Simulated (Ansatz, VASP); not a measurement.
One calculation of Zr, two programs

```xyz
2
Lattice="3.1440 0.0000 0.0000 -1.5720 2.7228 0.0000 0.0000 0.0000 5.0895" Properties=species:S:1:pos:R:3 pbc="T T T"
Zr    0.0000    1.8152    1.2724
Zr    1.5720    0.9076    3.8171
```

Alike in both runs: task single point; functional LDA; k mesh 12 × 12 × 6; occupations fermi-dirac, width 0.01 eV; no spin polarisation.

```csv
,VASP,Ansatz
version,VASP 6.6.1,Ansatz 0.2.0
potentials or method,"VASP PAW LDA potentials, release 64 (Zr_sv), cutoff 520 eV","plane waves (420 eV) with PAW, scalar-relativistic"
valence electrons in the cell,24,24
```

|  | VASP | Ansatz | Ansatz less VASP |
| --- | --- | --- | --- |
| pressure (GPa) | 0.1 | 0.0 | -0.13 |
| traceless stress, the component that is largest in VASP (GPa) | -0.50 | -0.53 | -0.030 |

Ansatz warns that its potentials were made for another functional, while VASP's fit it. LDA's correlation is that of Perdew and Zunger in VASP and of Perdew and Wang (1992) in Ansatz.
